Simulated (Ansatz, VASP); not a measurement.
## One calculation of LaB6, two programs

```
CELL_PARAMETERS angstrom
4.15497 0.00000 0.00000
0.00000 4.15497 0.00000
0.00000 0.00000 4.11342
ATOMIC_POSITIONS crystal
La 0.00000 0.00000 0.00000
B 0.19985 0.50000 0.50000
B 0.80015 0.50000 0.50000
B 0.50000 0.50000 0.19985
B 0.50000 0.50000 0.80015
B 0.50000 0.19985 0.50000
B 0.50000 0.80015 0.50000
```

Change from the starting cell: strain e3 = -0.01, atoms carried along.

Alike in both runs: task single point; functional PBE; k mesh 8 × 8 × 8; occupations gaussian, width 0.05 eV; no spin polarisation.

|  | VASP | Ansatz |
| --- | --- | --- |
| version | VASP 6.6.1 | Ansatz 0.2.0 |
| potentials or method | VASP PAW PBE potentials, release 64 (La, B), cutoff 520 eV | scalar-relativistic, plane waves, PAW |
| valence electrons in the cell | 29 | 29 |

```tsv
	VASP	Ansatz	Ansatz less VASP
gap on the k mesh at the Fermi level (eV)	none	none	-
pressure (GPa)	1.7	1.8	+0.08
traceless stress, the component that is largest in VASP (GPa)	3.09	3.09	+0.001
rms of the force components (eV/Å)	0.029	0.020	-0.0092
```

Atom by atom the forces differ by 0.009 eV/Å (rms over components). A gap of «none» marks a metal or a gap that the smearing closes.

Neither program's run includes spin-orbit coupling.
